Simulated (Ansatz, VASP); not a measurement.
# GaN in VASP and in Ansatz

The input POSCAR:

```
GaN
1.0
    3.2149335838      0.0000000000      0.0000000000
   -1.6074667919      2.7842141550      0.0000000000
    0.0000000000      0.0000000000      5.1590415469
Ga N
2 2
Direct
    0.3333333333      0.6666666667     -0.0020697959
    0.6666666667      0.3333333333      0.4979302041
    0.3333333333      0.6666666667      0.3770697959
    0.6666666667      0.3333333333      0.8770697959
```

File INCAR.step1:

```
PREC = Accurate
ENCUT = 1460
ISMEAR = 0
SIGMA = 0.01
LREAL = F
LASPH = T
NELM = 120
NBANDS = 26
GGA = PE
ALGO = Normal
EDIFF = 1E-5
LWAVE = T
LCHARG = F
GGA_COMPAT = F
```

INCAR.step2

```
PREC = Accurate
ENCUT = 1460
EDIFF = 1E-6
ISMEAR = 0
SIGMA = 0.01
LREAL = F
LASPH = T
NELM = 120
ALGO = Normal
ISIF = 2
LWAVE = F
LCHARG = T
METAGGA = R2SCAN
LMIXTAU = T
LELF = T
LVHAR = T
NBANDS = 26
ISTART = 1
GGA_COMPAT = F
```

The input KPOINTS:

```
Automatic mesh
0
Gamma
  8 8 4
```

Input for Ansatz:

```yaml
crystal:
  lattice:
    - [3.21493358377, 0.0, 0.0]
    - [-1.60746679188, 2.78421415502, 0.0]
    - [0.0, 0.0, 5.15904154688]
  atoms:
    - { symbol: Ga, position: [0.333333333333, 0.666666666667, -0.002069795907] }
    - { symbol: Ga, position: [0.666666666667, 0.333333333333, 0.497930204093] }
    - { symbol: "N", position: [0.333333333333, 0.666666666667, 0.377069795907] }
    - { symbol: "N", position: [0.666666666667, 0.333333333333, 0.877069795907] }
kpoints:
  mp_grid: { grid: [8, 8, 4] }
scf:
  occupations: { method: fixed }
  convergence: { dr2_threshold: 1.0e-10 }
hamiltonian:
  xc: r2scan
  pseudopotentials: { kind: paw }
output:
  forces: true
  stress: true
  eigenstates:
    kpoints:
      - [0.0, 0.0, 0.0]
      - [0.0, 0.0, -0.5]
      - [-0.5, 0.0, 0.0]
      - [-0.5, 0.5, 0.0]
      - [0.0, -0.5, 0.0]
      - [-0.5, 0.0, -0.5]
      - [-0.5, 0.5, -0.5]
      - [0.0, -0.5, -0.5]
  eigenvalues: true
```

Change from the starting cell: film at in-plane strain +0.01.

Alike in both runs: task single point; functional r2SCAN; k mesh 8 × 8 × 4; no spin polarisation.

|  | VASP | Ansatz |
| --- | --- | --- |
| version | VASP 6.6.1 | Ansatz 0.2.0 |
| potentials or method | VASP PAW PBE potentials, release 64 (Ga_d, N_h) | PAW with Ansatz's default frozen-core files, scalar-relativistic |
| plane-wave cutoff (eV) | 1460 | 500 |
| occupations | gaussian, width 0.01 eV | fixed |
| valence electrons in the cell | 36 | 36 |

VASP gave:

* gap on the k mesh at the Fermi level (eV): 2.24
* pressure (GPa): -2.0
* traceless stress, the component that is largest in VASP (GPa): 2.89

**Question.** Estimate Ansatz's values.

**Answer.** gap on the k mesh at the Fermi level (eV): 2.24; pressure (GPa): -2.9; traceless stress, the component that is largest in VASP (GPa): 2.89.

VASP's potentials were made for PBE, not for r2SCAN.
